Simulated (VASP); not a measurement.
BeC63 (a cell with a defect): relaxation of the atoms with PBEsol

The system is BeC63 (a cell with a defect).

```
C Be
1.0
     7.10761    0.00000    0.00000
     0.00000    7.10761    0.00000
     0.00000    0.00000    7.10761
C Be
63 1
Direct
  0.99795 0.00030 0.00434
  0.00202 0.00414 0.49907
  0.99630 0.49880 0.99775
  0.00140 0.50233 0.50275
  0.50036 0.99539 0.99969
  0.50077 0.00278 0.50046
  0.49959 0.49759 0.00330
  0.12532 0.11982 0.12650
  0.12031 0.12632 0.62142
  0.12447 0.62414 0.12625
  0.12773 0.62293 0.62456
  0.62934 0.12476 0.12953
  0.62460 0.12796 0.63082
  0.62445 0.62370 0.12068
  0.62564 0.62162 0.62628
  0.24793 0.24905 0.99764
  0.24788 0.24628 0.49809
  0.25306 0.74970 0.99889
  0.25205 0.74827 0.50530
  0.75334 0.24443 0.99872
  0.74828 0.25170 0.50323
  0.74814 0.74955 0.00310
  0.74779 0.75331 0.50117
  0.38098 0.37468 0.12369
  0.37703 0.37727 0.62345
  0.37568 0.87427 0.12832
  0.37511 0.88158 0.62030
  0.87294 0.37291 0.12754
  0.87412 0.37410 0.62352
  0.87767 0.87559 0.12635
  0.87311 0.87898 0.62411
  0.25527 0.99726 0.24927
  0.25186 0.99354 0.74956
  0.25041 0.49552 0.24833
  0.24843 0.49387 0.74921
  0.75196 0.99970 0.25265
  0.74729 0.99762 0.74978
  0.75290 0.49814 0.24814
  0.74919 0.49790 0.74903
  0.37621 0.12768 0.37407
  0.37959 0.12340 0.87638
  0.37757 0.62314 0.37672
  0.38027 0.62988 0.87357
  0.87818 0.13006 0.37611
  0.87299 0.12612 0.86796
  0.87359 0.62164 0.37348
  0.88292 0.62639 0.87497
  0.00029 0.25341 0.24779
  0.99767 0.25400 0.74691
  0.99752 0.75129 0.25369
  0.00077 0.74727 0.74554
  0.50083 0.25484 0.25139
  0.50192 0.25259 0.75426
  0.50039 0.75401 0.25077
  0.49644 0.75301 0.75196
  0.12257 0.37828 0.37080
  0.12563 0.37518 0.87227
  0.12671 0.87538 0.38085
  0.13132 0.86654 0.87502
  0.62288 0.37656 0.37452
  0.62828 0.37733 0.87364
  0.62678 0.87113 0.37525
  0.62222 0.87509 0.87361
  0.50174 0.50162 0.49785
```

```yaml
Program: VASP 6.6.1
Task: relaxation of the atoms
Functional: PBEsol
Potentials_or_basis: VASP PAW PBE potentials, release 64 (C, Be)
Cutoff: 520 eV
k_mesh: 1 × 1 × 1, shifted
Occupations: fermi-dirac, width 0.05 eV
Spin: collinear spin
Dipole_correction: no
Charge: 1
Further_INCAR_settings: LREAL = Auto; ALGO = Normal; EDIFF = 1e-07; ISYM = -1; IBRION = 2; EDIFFG = -0.03; NSW = 100; NELECT = 253.0
```

The energy gained by relaxing is 60.7 meV/atom. The ionic steps are 33. The largest force after relaxing is 0.028 eV/Å and the net moment is 0.95 μB per cell. The site moments are C +0.00, +0.01, +0.02, -0.00, -0.01, +0.14, +0.03 (each value once); Be +0.12 μB. The valence electrons inside the program's atomic spheres are C 2.57, 2.59, 2.58, 2.60, 2.68, 2.55, 2.56, 2.62 (each value once); Be 1.72.

Forces in eV/Å, atoms in the order of the input:
```
C    0.002 -0.003  0.000
C   -0.003  0.000 -0.004
C   -0.010  0.005 -0.001
C   -0.005 -0.006  0.005
C    0.002  0.006 -0.002
C    0.004 -0.004  0.001
C    0.001 -0.002  0.002
C    0.001  0.001  0.001
C    0.008  0.003 -0.004
C   -0.001  0.002 -0.003
C    0.006 -0.003 -0.001
C   -0.004  0.006  0.001
C    0.001  0.001 -0.001
C   -0.006 -0.001  0.003
C   -0.006 -0.008  0.002
C   -0.001  0.004 -0.001
C    0.007  0.010  0.000
C    0.002  0.006 -0.006
C    0.001  0.001  0.001
C   -0.002 -0.002  0.000
C   -0.004  0.003  0.004
C   -0.008 -0.003  0.004
C   -0.003 -0.005  0.003
C   -0.001  0.001  0.001
C    0.006  0.006 -0.004
C   -0.001  0.006  0.000
C    0.005  0.000 -0.002
C   -0.005 -0.002  0.008
C    0.000 -0.006  0.001
C    0.001 -0.001  0.005
C    0.004  0.001 -0.006
C   -0.002  0.001 -0.002
C    0.005  0.000 -0.003
C   -0.004  0.006 -0.002
C    0.008  0.002  0.001
C   -0.009  0.002  0.000
C    0.004 -0.003  0.004
C   -0.008  0.000  0.007
C   -0.002 -0.001  0.000
C    0.000  0.000  0.002
C    0.002  0.005 -0.004
C    0.001 -0.006  0.003
C    0.001  0.000  0.000
C   -0.004  0.007  0.000
C    0.008 -0.004  0.004
C    0.002 -0.008  0.006
C   -0.001 -0.002  0.000
C   -0.006  0.002  0.000
C    0.000  0.001  0.003
C   -0.005 -0.006  0.004
C    0.001  0.000  0.001
C    0.001  0.002  0.003
C    0.002  0.009 -0.007
C   -0.009 -0.005  0.000
C   -0.001 -0.005  0.000
C    0.002  0.000 -0.002
C    0.001  0.002  0.004
C    0.003 -0.001 -0.004
C    0.004  0.001 -0.002
C   -0.003 -0.002  0.000
C    0.004 -0.002 -0.001
C   -0.002 -0.008 -0.002
C    0.001  0.000  0.001
Be   0.017 -0.001 -0.022
```

Step by step:
```
step  energy change (eV)  largest force (eV/Å)  pressure (GPa)
   1              0.0000                7.4916            0.45
   2              3.3460                8.6173            5.63
   3             -3.4832                1.3244           -0.20
   4             -3.6324                1.2802            0.17
   5             -3.8045                0.5083           -0.09
   6             -3.8370                0.5273            0.09
   7             -3.8573                0.1867            0.00
   8             -3.8653                0.1570           -0.02
   9             -3.8667                0.1555           -0.02
  10             -3.8699                0.0924           -0.01
  11             -3.8699                0.0912           -0.02
  12             -3.8712                0.0829           -0.02
  13             -3.8712                0.0820           -0.02
  14             -3.8720                0.1037           -0.02
  15             -3.8720                0.1144           -0.03
  16             -3.8726                0.1331           -0.02
  17             -3.8741                0.1785           -0.02
  18             -3.8752                0.2172           -0.02
  19             -3.8753                0.2136           -0.02
  20             -3.8760                0.2145           -0.02
  21             -3.8774                0.2016           -0.02
  22             -3.8753                0.3041           -0.01
  23             -3.8775                0.1914           -0.02
  24             -3.8788                0.1797           -0.02
  25             -3.8812                0.1433           -0.01
  26             -3.8806                0.1688            0.00
  27             -3.8819                0.1473           -0.01
  28             -3.8835                0.1106           -0.01
  29             -3.8846                0.0688            0.00
  30             -3.8846                0.0599            0.00
  31             -3.8855                0.0457            0.00
  32             -3.8857                0.0353            0.00
  33             -3.8859                0.0282            0.00
```

Final structure:
```xyz
64
Lattice="7.1076 0.0000 0.0000 0.0000 7.1076 0.0000 0.0000 0.0000 7.1076" Properties=species:S:1:pos:R:3 pbc="T T T"
C     0.0048    0.0002    0.0007
C     0.0019    7.1067    3.5643
C     0.0023    3.5629    0.0002
C     0.0042    3.5524    3.5525
C     3.5641    7.1065    0.0004
C     3.5576    7.1051    3.5526
C     3.5579    3.5519    7.1056
C     0.8933    0.8845    0.8855
C     0.8791    0.8701    4.4422
C     0.8799    4.4407    0.8717
C     0.8942    4.4385    4.4392
C     4.4511    0.8764    0.8774
C     4.4450    0.8811    4.4430
C     4.4457    4.4423    0.8815
C     4.5307    4.5074    4.5074
C     1.7820    1.7737    7.1069
C     1.7668    1.7604    3.5566
C     1.7823    5.3273    7.1039
C     1.7858    5.3264    3.5602
C     5.3317    1.7787    7.1071
C     5.3226    1.7901    3.5681
C     5.3382    5.3318    0.0015
C     5.3518    5.3458    3.5735
C     2.6706    2.6668    0.8796
C     2.5812    2.5470    4.5080
C     2.6644    6.2282    0.8724
C     2.6799    6.2135    4.4439
C     6.2349    2.6504    0.8749
C     6.2244    2.6750    4.4455
C     6.2232    6.2160    0.8879
C     6.2382    6.2295    4.4417
C     1.7821    7.1057    1.7749
C     1.7820    7.1025    5.3290
C     1.7678    3.5551    1.7624
C     1.7852    3.5590    5.3274
C     5.3322    7.1065    1.7794
C     5.3375    0.0011    5.3323
C     5.3231    3.5674    1.7903
C     5.3517    3.5730    5.3462
C     2.6703    0.8787    2.6678
C     2.6641    0.8708    6.2298
C     2.5826    4.5067    2.5489
C     2.6800    4.4429    6.2142
C     6.2348    0.8743    2.6514
C     6.2227    0.8876    6.2164
C     6.2246    4.4453    2.6751
C     6.2386    4.4406    6.2304
C     0.0031    1.7780    1.7789
C     0.0015    1.7768    5.3277
C     0.0021    5.3273    1.7774
C     0.0082    5.3306    5.3316
C     3.5540    1.7760    1.7769
C     3.5568    1.7683    5.3362
C     3.5577    5.3348    1.7699
C     3.5779    5.3441    5.3447
C     0.8894    2.6657    2.6669
C     0.8862    2.6506    6.2238
C     0.8864    6.2230    2.6519
C     0.8948    6.2141    6.2155
C     4.5271    2.5666    2.5668
C     4.4480    2.6724    6.2151
C     4.4484    6.2148    2.6733
C     4.4490    6.2310    6.2318
Be    3.5231    3.6348    3.6388
```

Levels at points of the mesh, in eV from the Fermi level:
Spin up:
```
           k point  band 124  band 125  band 126  band 127  band 128  band 129  band 130  band 131
(0.25, 0.25, 0.25)     -1.26     -1.16     -0.58     -0.16      0.22      4.84      4.86      4.93
```
Spin down:
```csv
k point,band 124,band 125,band 126,band 127,band 128,band 129
"(0.25, 0.25, 0.25)",-1.15,-1.12,-0.54,0.18,0.31,4.85
```

It took 26 min on 4 MPI ranks on Intel(R) Xeon(R) Platinum 8259CL CPU @ 2.50GHz (Skylake/Cascade Lake), with other jobs on the host, peak memory 0.26 GiB a rank.

Caveat: the cell carries a net charge on a neutralising background, which shifts energy and pressure; the cell is charged against a uniform background, so pressure and absolute levels hang on convention; the PAW data sets were made with another functional, which shifts forces and pressure a little.
